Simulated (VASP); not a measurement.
Wanted: the native input for a VASP 6.6.1 run.

```yaml
Task: single point
Functional: r2SCAN
Dispersion: rVV10
Potentials_or_basis: VASP PAW PBE potentials, release 64 (Zr_sv, B)
Cutoff: 550 eV
k_mesh: 15 × 15 × 12
Occupations: gaussian, width 0.1 eV
Spin: no spin polarisation
Dipole_correction: no
Further_INCAR_settings: ALGO = Normal; EDIFF = 1e-06; NBANDS = 16
```

ZrB2:

```
CELL_PARAMETERS angstrom
3.16411 0.00000 0.00000
-1.58205 2.74020 0.00000
0.00000 0.00000 3.54529
ATOMIC_POSITIONS crystal
Zr 0.00000 0.00000 0.00000
B 0.33333 0.66667 0.50000
B 0.66667 0.33333 0.50000
```

One way to write it, as run:

POSCAR

```
ZrB2
1.0
    3.1641076890      0.0000000000      0.0000000000
   -1.5820538445      2.7401976390      0.0000000000
    0.0000000000      0.0000000000      3.5452852781
Zr B
1 2
Direct
    0.0000000000      0.0000000000      0.0000000000
    0.3333333333      0.6666666667      0.5000000000
    0.6666666667      0.3333333333      0.5000000000
```

INCAR.step1

```
ALGO = Normal ; EDIFF = 1E-5
ENCUT = 550 ; GGA = PE
GGA_COMPAT = F ; ISMEAR = 0
LASPH = T ; LCHARG = F
LREAL = F ; LWAVE = T
NBANDS = 16 ; NELM = 120
PREC = Accurate ; SIGMA = 0.1
```

INCAR.step2

```
ALGO = Normal ; BPARAM = 11.95
CPARAM = 0.0093 ; EDIFF = 1E-6
ENCUT = 550 ; GGA_COMPAT = F
ISIF = 2 ; ISMEAR = 0
ISTART = 1 ; IVDW_NL = 2
LASPH = T ; LCHARG = T
LELF = T ; LMIXTAU = T
LREAL = F ; LUSE_VDW = T
LVHAR = T ; LWAVE = F
METAGGA = R2SCAN ; NBANDS = 16
NELM = 120 ; PREC = Accurate
SIGMA = 0.1
```

KPOINTS

```
k-points
0
Gamma
  15 15 12
```

Potentials or basis: VASP PAW PBE potentials, release 64 (Zr_sv, B).

Run with:

```bash
$ cat potpaw_PBE.64/Zr_sv/POTCAR potpaw_PBE.64/B/POTCAR > POTCAR
$ cp INCAR.step1 INCAR
$ mpirun -np 1 vasp_std > vasp.out
$ cp INCAR.step2 INCAR
$ mpirun -np 1 vasp_std > vasp.out
```

Results of the run:

The pressure is 0.2 GPa and the band gap on the k mesh is zero (bands 9 and 10 overlap by 1.11 eV).

Caveat: the PAW data sets were made with another functional, which shifts forces and pressure a little.

Wall time 5.4 min on 1 thread of Intel Xeon 8259CL (shared host), peak memory 0.31 GiB.
